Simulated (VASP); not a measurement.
# TaN (P-6m2) in VASP: further runs, part 2 of 2

VASP 6.6.1. Earlier steps stand in the parts before.

## 5. Single point, PBE

This run uses another cell than the first one, of 10.48 Å³/atom.

INCAR

```
PREC = Accurate ; ENCUT = 520
EDIFF = 1E-7 ; ISMEAR = 0
SIGMA = 0.15 ; LREAL = False
LASPH = True ; NELM = 80
ALGO = Normal ; ISIF = 2
LWAVE = False ; LCHARG = False
GGA = PE ; NBANDS = 15
```

KPOINTS

```
regular mesh
0
Gamma
  18 18 16
```

POSCAR

```
TaN
1.0
    2.9502209615      0.0000000000      0.0000000000
   -1.4751104807      2.5549662994      0.0000000000
    0.0000000000      0.0000000000      2.7819000000
Ta N
1 1
Direct
    0.3333333333      0.6666666667      0.5000000000
    0.0000000000      0.0000000000      0.0000000000
```

Potentials or basis: VASP PAW PBE potentials, release 64 (Ta_pv, N).

The run is started by

```sh
cat potpaw_PBE.64/Ta_pv/POTCAR potpaw_PBE.64/N/POTCAR > POTCAR
mpirun -np 1 vasp_std > vasp.out
```

OUTCAR:

```text
PREC = Accurate
   ENCUT = 520
   EDIFF = 1E-7
   ISMEAR = 0
   LREAL = False
   LASPH = True
   NELM = 80
   ISIF = 2
   GGA = PE

 ion  position               nearest neighbor table
   1  0.333  0.667  0.500-   2 2.20   2 2.20   2 2.20   2 2.20   2 2.20   2 2.20
   2  0.000  0.000  0.000-   1 2.20   1 2.20   1 2.20   1 2.20   1 2.20   1 2.20

  LATTYP: Found a hexagonal cell.
 ALAT       =     2.9502209615
 C/A-ratio  =     0.9429463204

  Lattice vectors:

[... 619 lines left out ...]

------------------------ aborting loop because EDIFF is reached ----------------------------------------

  FORCE on cell =-STRESS in cart. coord.  units (eV):
  Direction    XX          YY          ZZ          XY          YZ          ZX
  --------------------------------------------------------------------------------------
  -------------------------------------------------------------------------------------
  Total        0.9750697      0.9750697      4.9256748      0.0000000      0.0000000      0.0000000
  in kB       74.5014982     74.5014982    376.3527375      0.0000000      0.0000000      0.0000000
  external PRESSURE =     175.1185779 kB  Pullay stress =       0.0000000 kB

 VOLUME and BASIS-vectors are now :
 -----------------------------------------------------------------------------
  energy-cutoff  :      520.00
  volume of cell :       20.97
      direct lattice vectors                 reciprocal lattice vectors
     2.950220961  0.000000000  0.000000000     0.338957662  0.195697297  0.000000000
    -1.475110481  2.554966299  0.000000000     0.000000000  0.391394595  0.000000000
     0.000000000  0.000000000  2.781900000     0.000000000  0.000000000  0.359466552

 POSITION                                       TOTAL-FORCE (eV/Angst)
 -----------------------------------------------------------------------------------
     -0.00000      1.70331      1.39095         0.000000     -0.000000      0.000000
      0.00000      0.00000      0.00000        -0.000000      0.000000      0.000000
 -----------------------------------------------------------------------------------
    total drift:                                0.000000     -0.000000     -0.000000

  FREE ENERGIE OF THE ION-ELECTRON SYSTEM (eV)
  ---------------------------------------------------
  free  energy   TOTEN  =       -22.3451784374 eV

  energy  without entropy=      -22.3443501816  energy(sigma->0) =      -22.34476431
```

OSZICAR:

```text
N       E                     dE             d eps       ncg     rms          rms(c)
DAV:   1     0.908428708258E+02    0.90843E+02   -0.87668E+03  9990   0.114E+03
DAV:   2    -0.220510078109E+02   -0.11289E+03   -0.10634E+03 11999   0.306E+02
DAV:   3    -0.248457838684E+02   -0.27948E+01   -0.27811E+01 11565   0.450E+01
DAV:   4    -0.248569621092E+02   -0.11178E-01   -0.11175E-01 12895   0.307E+00
DAV:   5    -0.248570264876E+02   -0.64378E-04   -0.64378E-04 11614   0.217E-01    0.251E+01
DAV:   6    -0.224083604527E+02    0.24487E+01   -0.39582E+00 12771   0.237E+01    0.107E+01
DAV:   7    -0.223709086815E+02    0.37452E-01   -0.57324E-01 11075   0.601E+00    0.741E+00
DAV:   8    -0.223541110569E+02    0.16798E-01   -0.13864E-01 12048   0.315E+00    0.185E+00
DAV:   9    -0.223451730013E+02    0.89381E-02   -0.16558E-02 11131   0.108E+00    0.163E-01
DAV:  10    -0.223452570660E+02   -0.84065E-04   -0.12505E-03 12265   0.390E-01    0.110E-01
DAV:  11    -0.223451781668E+02    0.78899E-04   -0.11821E-04 11677   0.109E-01    0.116E-02
DAV:  12    -0.223451784619E+02   -0.29505E-06   -0.13036E-05 11208   0.335E-02    0.503E-03
DAV:  13    -0.223451784374E+02    0.24497E-07   -0.65600E-08  9084   0.285E-03
   1 F= -.22345178E+02 E0= -.22344764E+02  d E =-.828256E-03
```

stdout:

```text
POSCAR found type information on POSCAR TaN
 POSCAR found :  2 types and       2 ions
 scaLAPACK will be used
 LDA part: xc-table for (Slater+PW92), standard interpolation
 POSCAR, INCAR and KPOINTS ok, starting setup
 FFT: planning ... GRIDC
 FFT: planning ... GRID_SOFT
 FFT: planning ... GRID
 WAVECAR not read
 entering main loop
```

It took 29 s on 1 thread of Intel Xeon 6975P-C (Granite Rapids), shared host; peak memory 0.22 GiB.

Results:

```
Free energy            : -22.3452 eV
Pressure               : 17.5 GPa
Band gap on the k mesh : zero (bands 8 and 9 overlap by 0.33 eV)
```

Stress tensor (GPa, compression positive):
```
 7.45  0.00  0.00
 0.00  7.45  0.00
 0.00  0.00 37.64
```

Levels at points of the mesh, in eV from the Fermi level:
```
           k point  band 5  band 6  band 7  band 8  band 9  band 10  band 11  band 12
(0.00, 0.00, 0.00)   -5.00   -5.00   -4.27   -2.70    2.10     3.95     3.95     4.27
(0.50, 0.00, 0.00)   -8.48   -4.95   -3.59   -3.44    3.33     3.79     5.21     5.62
(0.00, 0.00, 0.50)   -9.49   -4.17   -4.17   -0.04   -0.04     3.04     3.13     3.13
(0.50, 0.00, 0.50)   -7.52   -6.24   -6.11   -0.16    4.31     5.33     6.56     7.23
```

Caveat: the stress differs along the axes, from 7 to 38 GPa; spin-orbit coupling is left out, which moves the levels of the heavy elements.

## 6. The runs side by side

| cell | gap on the mesh (eV) | pressure (GPa) |
| --- | --- | --- |
| a = 2.906, b = 2.906, c = 2.782 Å, angles 90.0, 90.0, 120.0°, 2 atoms | none | 30.0 |
| a = 2.862, b = 2.862, c = 2.898 Å, angles 90.0, 90.0, 120.0°, 2 atoms | none | 23.7 |
| a = 2.994, b = 2.994, c = 2.666 Å, angles 90.0, 90.0, 120.0°, 2 atoms | none | 26.7 |
| a = 2.950, b = 2.950, c = 2.782 Å, angles 90.0, 90.0, 120.0°, 2 atoms | none | 17.5 |

Alike in all rows: task single point; level PBE; potentials or basis VASP PAW PBE potentials, release 64 (Ta_pv, N); no spin polarisation; k mesh 18 × 18 × 16; cutoff (eV) 520; smearing gaussian 0.15 eV.

Caveats: spin-orbit coupling is left out, which moves the levels of the heavy elements; the stress differs along the axes, from 23 to 45 GPa (at least some runs); the stress differs along the axes, from 11 to 30 GPa (at least some runs); the stress differs along the axes, from 2 to 77 GPa (at least some runs); the stress differs along the axes, from 7 to 38 GPa (at least some runs).

Absolute energies hang on the potentials; compare differences alone.
